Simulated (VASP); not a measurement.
# GaN (P6_3mc) in VASP: notebook

The runs below take GaN through single point, with r2SCAN.

All numbers are computed with VASP 6.6.1; they aren't measurements. Logs are shortened: lines on timing, memory, paths and dates and some standing lists are left out, and cuts for length are marked.

## (1) The cell of the first run

The structure is hexagonal, space group P6_3mc (No. 186). The conventional cell has a = 3.183 Å, b = 3.183 Å, c = 5.339 Å, α = 90.00°, β = 90.00°, γ = 120.00°. Within 2.6 Å of Ga (site symmetry 3m) lie 4 N at 1.96 to 1.99 Å. N (site symmetry 3m) has 4 Ga at 1.96 to 1.99 Å within 2.6 Å.

## (2) Single point, r2SCAN (uniaxial z strain +3.0%)

Contents of POSCAR:

```
GaN
1.0
    3.1831493621      0.0000000000      0.0000000000
   -1.5915746810      2.7566882117      0.0000000000
    0.0000000000      0.0000000000      5.3391338837
Ga N
2 2
Direct
    0.3333333333      0.6666666667      0.0010174803
    0.6666666667      0.3333333333      0.5010174803
    0.3333333333      0.6666666667      0.3739825197
    0.6666666667      0.3333333333      0.8739825197
```

Contents of INCAR.step1:

```
SYSTEM = GaN
ALGO = Normal
EDIFF = 1E-5
ENCUT = 910
GGA = PE
GGA_COMPAT = .False.
ISMEAR = 0
LASPH = .True.
LCHARG = .False.
LREAL = .False.
LWAVE = .True.
NBANDS = 26
NELM = 120
PREC = Accurate
SIGMA = 0.01
```

Contents of INCAR.step2:

```
SYSTEM = GaN
ALGO = Normal
EDIFF = 1E-6
ENCUT = 910
GGA_COMPAT = .False.
ISIF = 2
ISMEAR = 0
ISTART = 1
LASPH = .True.
LCHARG = .False.
LMIXTAU = .True.
LREAL = .False.
LWAVE = .False.
METAGGA = R2SCAN
NBANDS = 26
NELM = 120
PREC = Accurate
SIGMA = 0.01
```

Contents of KPOINTS:

```
k-points
0
Gamma
  12 12 6
  0 0 0
```

Potentials or basis: VASP PAW PBE potentials, release 64 (Ga_d, N_h).

Launch:

```
> cat potpaw_PBE.64/Ga_d/POTCAR potpaw_PBE.64/N_h/POTCAR > POTCAR
> cp INCAR.step1 INCAR
> mpirun -np 1 vasp_std > vasp.out
> cp INCAR.step2 INCAR
> mpirun -np 1 vasp_std > vasp.out
```

OUTCAR:

```text
SYSTEM = GaN
   EDIFF = 1E-6
   ENCUT = 910
   ISIF = 2
   ISMEAR = 0
   ISTART = 1
   LASPH = .True.
   LREAL = .False.
   METAGGA = R2SCAN
   NELM = 120
   PREC = Accurate

 ion  position               nearest neighbor table
   1  0.333  0.667  0.001-   4 1.96   4 1.96   4 1.96   3 1.99
   2  0.667  0.333  0.501-   3 1.96   3 1.96   3 1.96   4 1.99
   3  0.333  0.667  0.374-   2 1.96   2 1.96   2 1.96   1 1.99
   4  0.667  0.333  0.874-   1 1.96   1 1.96   1 1.96   2 1.99

  LATTYP: Found a hexagonal cell.
 ALAT       =     3.1831493621
 C/A-ratio  =     1.6773117678

  Lattice vectors:

 A1 = (   3.1831493621,   0.0000000000,   0.0000000000)
 A2 = (  -1.5915746810,   2.7566882117,   0.0000000000)
 A3 = (   0.0000000000,   0.0000000000,   5.3391338837)

Analysis of symmetry for initial positions (statically):
=====================================================================
 Subroutine PRICEL returns:
 Original cell was already a primitive cell.

 Routine SETGRP: Setting up the symmetry group for a
 hexagonal supercell.

 Subroutine GETGRP returns: Found 12 space group operations
 (whereof  6 operations were pure point group operations)
 out of a pool of 24 trial point group operations.

The static configuration has the point symmetry C_3v.
 The point group associated with its full space group is C_6v.

Analysis of symmetry for dynamics (positions and initial velocities):
=====================================================================
 Subroutine PRICEL returns:
 Original cell was already a primitive cell.

 Routine SETGRP: Setting up the symmetry group for a
 hexagonal supercell.

 Subroutine GETGRP returns: Found 12 space group operations
 (whereof  6 operations were pure point group operations)
 out of a pool of 24 trial point group operations.

The dynamic configuration has the point symmetry C_3v.
 The point group associated with its full space group is C_6v.

 Subroutine INISYM returns: Found 12 space group operations
 (whereof  6 operations are pure point group operations),
 and found     1 'primitive' translations

----------------------------------------------------------------------------------------

                                     Primitive cell

[... 90 lines left out ...]
   LSORBIT =      F    spin-orbit coupling
   LASPH  =      T    aspherical Exc in radial PAW
   ENCUT  =  910.0 eV  66.88 Ry    8.18 a.u.   7.83  7.83 13.13*2*pi/ulx,y,z
   NELM   =    120;   NELMIN=  2; NELMDL=  0     # of ELM steps
   EDIFF  = 0.1E-05   stopping-criterion for ELM
   LREAL  =      F    real-space projection
   EDIFFG = 0.1E-04   stopping-criterion for IOM
   NSW    =      0    number of steps for IOM
   IBRION =     -1    ionic relax: 0-MD 1-quasi-New 2-CG
   NFREE  =      0    steps in history (QN), initial steepest desc. (CG)
   ISIF   =      2    stress and relaxation
   ISYM   =      2    0-nonsym 1-usesym 2-fastsym
   POTIM  = 0.5000    time-step for ionic-motion
   TEBEG  =    0.0;   TEEND  =   0.0 temperature during run
   PSTRESS=    0.0 pullay stress
   NELECT =      36.0000    total number of electrons
   NUPDOWN=      -1.0000    fix difference up-down
   EMIN   =  10.00;   EMAX   =-10.00  energy-range for DOS
   EFERMI =   0.00;   METHOD = LEGACY
   ISMEAR =     0;   SIGMA  =   0.01  broadening in eV -4-tet -1-fermi 0-gaus
   EFERMI_NEDOS =   21; number of points for ismear=-14 and -15
   IALGO  =     38    algorithm
   IMIX   =      4    mixing-type and parameters
     AMIX     =   0.40;   BMIX     =  1.00
     AMIX_MAG =   1.60;   BMIX_MAG =  1.00
  volume/ion in A,a.u.               =      11.71        79.04
  Fermi-wavevector in a.u.,A,eV,Ry     =   1.499468  2.833583 30.591393  2.248404
  Thomas-Fermi vector in A             =   2.611094
   LORBIT       =      0    0 simple, 1 ext, 2 COOP (PROOUT), +10 PAW based schemes
   METAGGA = R2SCAN    functional components
   LHFCALC =     F    Hartree Fock is set to
   AEXX    =    0.0000 exact exchange contribution
   IVDW    =     0    specifies the selected vdW correction
   LEPSILON=     F    determine dielectric tensor
   LRPA    =     F    only Hartree local field effects (RPA)
 non-spin polarized calculation
 Gauss-broadening in eV      SIGMA  =   0.01
  energy-cutoff  :      910.00
  volume of cell :       46.85
 maximum number of plane-waves:      2949
 NGX is ok and might be reduce to    32
   NGX = 15   NGY = 15   NGZ = 27

 number of electron      36.0000001 magnetization

 Free energy of the ion-electron system (eV)
  ---------------------------------------------------
  ext. energy  EPLUGINS =         0.00000000
  ---------------------------------------------------
  free energy    TOTEN  =       -43.77960089 eV

  energy without entropy =      -43.77960089  energy(sigma->0) =      -43.77960089

 E-fermi :   5.2387     XC(G=0): -12.4852

 val. band max:        5.1305398716   @ k =   0.0000   0.0000   0.0000
 cond. band min:       7.1426025049   @ k =   0.0000   0.0000   0.0000
 fundamental gap:      2.0120626333
 Fermi energy:         5.2386945918

 k-point     1 :       0.0000    0.0000    0.0000
  band No.  band energies     occupation
      1     -11.4893      2.00000
      2     -10.5940      2.00000
      3      -8.7486      2.00000
      4      -8.7316      2.00000
      5      -8.7316      2.00000
      6      -8.6736      2.00000
[... 685 lines left out ...]
     25      17.0278      0.00000
     26      18.6456      0.00000

 [... further k-points ...]

------------------------ aborting loop because EDIFF is reached ----------------------------------------

  FORCE on cell =-STRESS in cart. coord.  units (eV):
  Direction    XX          YY          ZZ          XY          YZ          ZX
  --------------------------------------------------------------------------------------
  -------------------------------------------------------------------------------------
  Total       -0.4345371     -0.4345371     -3.0963006     -0.0000000     -0.0000000      0.0000000
  in kB      -14.8601090    -14.8601090   -105.8859209     -0.0000000     -0.0000000      0.0000000
  external PRESSURE =     -45.2020463 kB  Pullay stress =       0.0000000 kB

 VOLUME and BASIS-vectors are now :
 -----------------------------------------------------------------------------
  energy-cutoff  :      910.00
  volume of cell :       46.85
      direct lattice vectors                 reciprocal lattice vectors
     3.183149362  0.000000000  0.000000000     0.314154281  0.181377059  0.000000000
    -1.591574681  2.756688212  0.000000000     0.000000000  0.362754118  0.000000000
     0.000000000  0.000000000  5.339133884     0.000000000  0.000000000  0.187296296

 POSITION                                       TOTAL-FORCE (eV/Angst)
 -----------------------------------------------------------------------------------
     -0.00000      1.83779      0.00543        -0.000000     -0.000000      0.005301
      1.59157      0.91890      2.67500         0.000000     -0.000000      0.005301
     -0.00000      1.83779      1.99674         0.000000     -0.000000     -0.005301
      1.59157      0.91890      4.66631        -0.000000      0.000000     -0.005301
 -----------------------------------------------------------------------------------
    total drift:                               -0.000000      0.000000     -0.024642

  FREE ENERGIE OF THE ION-ELECTRON SYSTEM (eV)
  ---------------------------------------------------
  free  energy   TOTEN  =       -43.7796008919 eV

  energy  without entropy=      -43.7796008919  energy(sigma->0) =      -43.77960089
```

OSZICAR.step1:

```text
N       E                     dE             d eps       ncg     rms          rms(c)
DAV:   1     0.360233693300E+03    0.36023E+03   -0.24504E+04  4268   0.359E+03
DAV:   2     0.326979410052E+02   -0.32754E+03   -0.30947E+03  4192   0.647E+02
DAV:   3    -0.244655322168E+02   -0.57163E+02   -0.55513E+02  4798   0.181E+02
DAV:   4    -0.281389351783E+02   -0.36734E+01   -0.36302E+01  4868   0.447E+01
DAV:   5    -0.282401333273E+02   -0.10120E+00   -0.10089E+00  4932   0.672E+00    0.107E+01
DAV:   6    -0.242509333198E+02    0.39892E+01   -0.10148E+01  6676   0.477E+01    0.276E+00
DAV:   7    -0.243348610845E+02   -0.83928E-01   -0.13107E+00  4206   0.853E+00    0.201E+00
DAV:   8    -0.243367248237E+02   -0.18637E-02   -0.18115E-01  6584   0.521E+00    0.896E-01
DAV:   9    -0.243195532818E+02    0.17172E-01   -0.68040E-02  6430   0.428E+00    0.115E-01
DAV:  10    -0.243203525267E+02   -0.79924E-03   -0.54935E-03  5038   0.815E-01    0.641E-02
DAV:  11    -0.243203403998E+02    0.12127E-04   -0.49202E-04  5236   0.321E-01    0.159E-02
DAV:  12    -0.243203450924E+02   -0.46926E-05   -0.54643E-05  4696   0.814E-02
   1 F= -.24320345E+02 E0= -.24320345E+02  d E =-.524180E-62
```

Run time: 4.2 min. Hardware: 1 thread of Intel Xeon 6975P-C (Granite Rapids), shared host; peak memory 0.36 GiB.

What came out:

- Free energy: -43.7796 eV
- Pressure: -4.5 GPa
- Largest force: 0.005 eV/Å
- Band gap on the k mesh: 2.01 eV

Forces on the atoms (eV/Å):
```
Ga   0.000  0.000  0.005
Ga   0.000  0.000  0.005
N    0.000  0.000 -0.005
N    0.000  0.000 -0.005
```

Levels at points of the mesh, in eV from the valence-band top:
| k point | band 15 | band 16 | band 17 | band 18 | band 19 | band 20 | band 21 | band 22 |
| --- | --- | --- | --- | --- | --- | --- | --- | --- |
| (0.00, 0.00, 0.00) | -0.95 | -0.21 | 0.00 | 0.00 | 2.01 | 4.87 | 9.49 | 10.62 |
| (0.50, 0.00, 0.00) | -4.24 | -2.65 | -2.25 | -1.03 | 5.64 | 5.85 | 6.17 | 8.90 |
| (0.00, 0.00, 0.50) | -0.49 | -0.49 | -0.49 | -0.49 | 4.60 | 4.60 | 8.84 | 8.84 |
| (0.50, 0.00, 0.50) | -2.07 | -2.07 | -1.91 | -1.91 | 4.64 | 4.64 | 8.15 | 8.15 |

Caveat: the cell differs from its parent crystal (uniaxial z strain +3.0%); the cutoff is under 1.25 times the usual one of these potentials, so pressure, stress and relaxed cells hold a basis-set (Pulay) error; the cell stands under tension; the PAW data sets were made with another functional, which shifts forces and pressure a little.

## (3) Single point, r2SCAN (epitaxial xy strain +1.5%)

Contents of POSCAR:

```
GaN
1.0
    3.2308966026      0.0000000000      0.0000000000
   -1.6154483013      2.7980385348      0.0000000000
    0.0000000000      0.0000000000      5.1468938292
Ga N
2 2
Direct
    0.3333333333      0.6666666667     -0.0026396701
    0.6666666667      0.3333333333      0.4973603299
    0.3333333333      0.6666666667      0.3776396701
    0.6666666667      0.3333333333      0.8776396701
```

Contents of INCAR.step1:

```
ALGO     = Normal         # electronic algorithm
EDIFF    = 1E-5           # SCF threshold, eV
ENCUT    = 910            # plane-wave cutoff, eV
GGA      = PE             # functional
GGA_COMPAT= False        
ISMEAR   = 0              # smearing method
LASPH    = True           # aspherical terms in the spheres
LCHARG   = False          # write CHGCAR
LREAL    = False          # projectors in reciprocal space
LWAVE    = True           # write WAVECAR
NBANDS   = 26             # bands
NELM     = 120            # most SCF steps
PREC     = Accurate       # precision mode
SIGMA    = 0.01           # smearing width, eV
```

Contents of INCAR.step2:

```
ALGO     = Normal         # electronic algorithm
EDIFF    = 1E-6           # SCF threshold, eV
ENCUT    = 910            # plane-wave cutoff, eV
GGA_COMPAT= False        
ISIF     = 2              # what is computed and relaxed
ISMEAR   = 0              # smearing method
ISTART   = 1            
LASPH    = True           # aspherical terms in the spheres
LCHARG   = False          # write CHGCAR
LMIXTAU  = True         
LREAL    = False          # projectors in reciprocal space
LWAVE    = False          # write WAVECAR
METAGGA  = R2SCAN         # meta-GGA
NBANDS   = 26             # bands
NELM     = 120            # most SCF steps
PREC     = Accurate       # precision mode
SIGMA    = 0.01           # smearing width, eV
```

Contents of KPOINTS:

```
k-points
0
Gamma
  12 12 6
```

Potentials or basis: VASP PAW PBE potentials, release 64 (Ga_d, N_h).

Launch:

```
> cat potpaw_PBE.64/Ga_d/POTCAR potpaw_PBE.64/N_h/POTCAR > POTCAR
> cp INCAR.step1 INCAR
> mpirun -np 1 vasp_std > vasp.out
> cp INCAR.step2 INCAR
> mpirun -np 1 vasp_std > vasp.out
```

It took 4 min on 1 thread of Intel Xeon 6975P-C (Granite Rapids), shared host; peak memory 0.36 GiB.

The run converged. Its results:

* Free energy: -43.7990 eV
* Pressure: -3.4 GPa
* Largest force: 0.005 eV/Å
* Band gap on the k mesh: 2.16 eV

Forces in eV/Å, atoms in the order of the input:
```
Ga   0.000  0.000 -0.005
Ga   0.000  0.000 -0.005
N    0.000  0.000  0.005
N    0.000  0.000  0.005
```

Stress tensor (GPa, compression positive):
```
-5.52  0.00  0.00
 0.00 -5.52  0.00
 0.00  0.00  0.92
```

Levels at points of the mesh, in eV from the valence-band top:
```csv
k point,band 16,band 17,band 18,band 19,band 20,band 21
"(0.00, 0.00, 0.00)",-0.09,-0.09,0.00,2.16,4.37,9.94
"(0.50, 0.00, 0.00)",-2.90,-2.18,-1.06,5.30,5.94,6.61
"(0.00, 0.00, 0.50)",-0.65,-0.65,-0.65,4.49,4.49,9.09
"(0.50, 0.00, 0.50)",-2.06,-1.84,-1.84,4.83,4.83,8.24
```

Caveat: the cell differs from its parent crystal (epitaxial xy strain +1.5%); the cutoff is under 1.25 times the usual one of these potentials, so pressure, stress and relaxed cells hold a basis-set (Pulay) error; the cell stands under tension; the PAW data sets were made with another functional, which shifts forces and pressure a little.

## (4) Single point, r2SCAN

This run uses another cell than the first one, of 11.37 Å³/atom.

Contents of POSCAR:

```
GaN
1.0
    3.1831493621      0.0000000000      0.0000000000
   -1.5915746810      2.7566882117      0.0000000000
    0.0000000000      0.0000000000      5.1836251298
Ga N
2 2
Direct
    0.3333333333      0.6666666667     -0.0008868124
    0.6666666667      0.3333333333      0.4991131876
    0.3333333333      0.6666666667      0.3758868124
    0.6666666667      0.3333333333      0.8758868124
```

Contents of INCAR.step1:

```
PREC     = Accurate       # precision mode
ENCUT    = 910            # plane-wave cutoff, eV
ISMEAR   = 0              # smearing method
SIGMA    = 0.01           # smearing width, eV
LREAL    = False          # projectors in reciprocal space
LASPH    = True           # aspherical terms in the spheres
NELM     = 120            # most SCF steps
NBANDS   = 26             # bands
GGA      = PE             # functional
ALGO     = Normal         # electronic algorithm
EDIFF    = 1E-5           # SCF threshold, eV
LWAVE    = True           # write WAVECAR
LCHARG   = False          # write CHGCAR
GGA_COMPAT= False
```

Contents of INCAR.step2:

```
PREC     = Accurate       # precision mode
ENCUT    = 910            # plane-wave cutoff, eV
EDIFF    = 1E-6           # SCF threshold, eV
ISMEAR   = 0              # smearing method
SIGMA    = 0.01           # smearing width, eV
LREAL    = False          # projectors in reciprocal space
LASPH    = True           # aspherical terms in the spheres
NELM     = 120            # most SCF steps
ALGO     = Normal         # electronic algorithm
ISIF     = 2              # what is computed and relaxed
LWAVE    = False          # write WAVECAR
LCHARG   = True           # write CHGCAR
METAGGA  = R2SCAN         # meta-GGA
LMIXTAU  = True         
LELF     = True           # ELF
LVHAR    = True         
NBANDS   = 26             # bands
ISTART   = 1            
GGA_COMPAT= False
```

Contents of KPOINTS:

```
Automatic mesh
0
Gamma
  12 12 6
```

Launch:

```
> cat potpaw_PBE.64/Ga_d/POTCAR potpaw_PBE.64/N_h/POTCAR > POTCAR
> cp INCAR.step1 INCAR
> mpirun -np 1 vasp_std > vasp.out
> cp INCAR.step2 INCAR
> mpirun -np 1 vasp_std > vasp.out
```

It took 7.7 min on 1 thread of Intel Xeon Platinum 8488C (Sapphire Rapids), shared host; peak memory 0.35 GiB.

It converged, with:

```yaml
Free_energy: -43.8196 eV
Pressure: 1.0 GPa
Band_gap_on_the_k_mesh: 2.34 eV
```

Levels at points of the mesh, in eV from the valence-band top:
| k point | band 14 | band 15 | band 16 | band 17 | band 18 | band 19 | band 20 | band 21 | band 22 | band 23 |
| --- | --- | --- | --- | --- | --- | --- | --- | --- | --- | --- |
| (0.00, 0.00, 0.00) | -1.07 | -1.07 | -0.04 | 0.00 | 0.00 | 2.34 | 4.81 | 9.96 | 10.59 | 10.59 |
| (0.50, 0.00, 0.00) | -5.39 | -4.30 | -2.83 | -2.24 | -1.03 | 5.58 | 6.12 | 6.55 | 9.35 | 11.06 |
| (0.00, 0.00, 0.50) | -3.93 | -0.55 | -0.55 | -0.55 | -0.55 | 4.77 | 4.77 | 9.18 | 9.18 | 11.11 |
| (0.50, 0.00, 0.50) | -6.72 | -2.01 | -2.01 | -1.95 | -1.95 | 4.89 | 4.89 | 8.42 | 8.42 | 10.76 |

Caveat: the cutoff is under 1.25 times the usual one of these potentials, so pressure, stress and relaxed cells hold a basis-set (Pulay) error; the PAW data sets were made with another functional, which shifts forces and pressure a little.

(Continued in part 2 of 2.)
